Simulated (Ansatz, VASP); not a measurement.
## One calculation of MgI2, two programs

Contents of INCAR:

```
SYSTEM = MgI2
ALGO     = Normal         ! electronic algorithm
EDIFF    = 1E-6           ! SCF threshold, eV
ENCUT    = 520            ! plane-wave cutoff, eV
GGA      = PE             ! functional
ISIF     = 2              ! what is computed and relaxed
ISMEAR   = -1             ! smearing method
LASPH    = .True.         ! aspherical terms in the spheres
LCHARG   = .False.        ! write CHGCAR
LREAL    = .False.        ! projectors in reciprocal space
LWAVE    = .False.        ! write WAVECAR
NBANDS   = 15             ! bands
NELM     = 60             ! most SCF steps
PREC     = Accurate       ! precision mode
SIGMA    = 0.02           ! smearing width, eV
```

Contents of KPOINTS:

```
k-points
0
Gamma
  6 6 6
  0 0 0
```

POSCAR

```
MgI2
1.0
    0.0475098654      3.7557205885      3.7557205885
    3.7557205885      0.0475098654      3.7557205885
    3.8032304539      3.8032304539      0.0000000000
Mg I
1 2
Direct
    0.0000000000      0.0000000000      0.0000000000
    0.2510504937      0.2510504937      0.2489495063
    0.7489495063      0.7489495063      0.7510504937
```

Input for Ansatz:

```yaml
crystal:
  lattice:
    - [0.0475098654, 3.7557205885, 3.7557205885]
    - [3.7557205885, 0.0475098654, 3.7557205885]
    - [3.8032304539, 3.8032304539, 0.0]
  atoms:
    - { symbol: Mg, position: [0.0, 0.0, 0.0] }
    - { symbol: I, position: [0.2510504937, 0.2510504937, 0.2489495063] }
    - { symbol: I, position: [0.7489495063, 0.7489495063, 0.7510504937] }
kpoints:
  mp_grid: { grid: [6, 6, 6] }
  band_path:
    path:
      - [0.0, 0.0, 0.0]
      - [0.5, 0.0, 0.5]
      - [0.625, 0.25, 0.625]
      - [0.375, 0.375, 0.75]
      - [0.5, 0.5, 0.5]
      - [0.5, 0.25, 0.75]
    npoints: 1
hamiltonian:
  xc: pbe
scf:
  occupations: { method: fermi_dirac, width: 0.02 }
  n_extra_bands: 4
output:
  forces: true
  stress: true
  eigenvalues: true
```

Change from the starting cell: shear_xy strain +2.5%.

Alike in both runs: task single point; functional PBE; k mesh 6 × 6 × 6; occupations fermi-dirac, width 0.02 eV; no spin polarisation.

```csv
,VASP,Ansatz
version,VASP 6.6.1,Ansatz 0.2.0
potentials or method,"VASP PAW PBE potentials, release 64 (Mg, I)","plane waves, PAW"
plane-wave cutoff (eV),520,420
valence electrons in the cell,16,44
```

```tsv
	VASP	Ansatz	Ansatz less VASP
pressure (GPa)	0.2	0.2	+0.04
traceless stress, the component that is largest in VASP (GPa)	0.43	0.42	-0.005
```

With one functional, cell and mesh, what is left measures potentials, basis and numerics. VASP's potentials hold 16 valence electrons a cell and Ansatz's 44, so a difference there can come from the potentials and not from the codes.

Neither program's run includes spin-orbit coupling.
